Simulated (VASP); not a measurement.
# Mg2O: single point with PBE

The system is Mg2O.

```
Mg O
1.0
     5.24332    0.00000    0.00000
     0.00000    5.24332    0.00000
     0.00000    0.00000    3.12466
Mg O
4 2
Direct
  0.79238 0.20762 0.50000
  0.20762 0.79238 0.50000
  0.29238 0.29238 0.00000
  0.70762 0.70762 0.00000
  0.50000 0.50000 0.50000
  0.00000 0.00000 0.00000
```

```json
{"Program": "VASP 6.6.1", "Task": "single point", "Functional": "PBE", "Potentials or basis": "VASP PAW PBE potentials, release 64 (Mg, O)", "Cutoff": "600 eV", "k mesh": "3 × 3 × 5", "Occupations": "gaussian, width 0.2 eV", "Spin": "no spin polarisation", "Dipole correction": "no", "Further INCAR settings": "ALGO = Normal; EDIFF = 1e-06; NBANDS = 19"}
```

| Item | Value |
| --- | --- |
| Pressure | -0.3 GPa |
| Largest force | 0.023 eV/Å |
| Band gap on the k mesh | zero (bands 10 and 11 overlap by 0.22 eV) |

Forces on the atoms (eV/Å):
```
Mg   0.016 -0.016  0.000
Mg  -0.016  0.016  0.000
Mg   0.016  0.016  0.000
Mg  -0.016 -0.016  0.000
O    0.000  0.000  0.000
O    0.000  0.000  0.000
```

Stress tensor (GPa, compression positive):
```
-0.27  0.00  0.00
 0.00 -0.27  0.00
 0.00  0.00 -0.46
```

Levels at points of the mesh, in eV from the Fermi level:
| k point | band 6 | band 7 | band 8 | band 9 | band 10 | band 11 | band 12 | band 13 | band 14 | band 15 |
| --- | --- | --- | --- | --- | --- | --- | --- | --- | --- | --- |
| (0.00, 0.00, 0.00) | -5.42 | -4.78 | -4.45 | -4.39 | -2.22 | 2.25 | 2.58 | 2.58 | 5.18 | 5.89 |

It took 66 s on 1 thread of Intel Xeon 8259CL (shared host), peak memory 0.18 GiB.

Caveat: the k points lie up to 0.40 Å⁻¹ apart; semilocal functionals underestimate gaps, and a narrow one can read as zero.
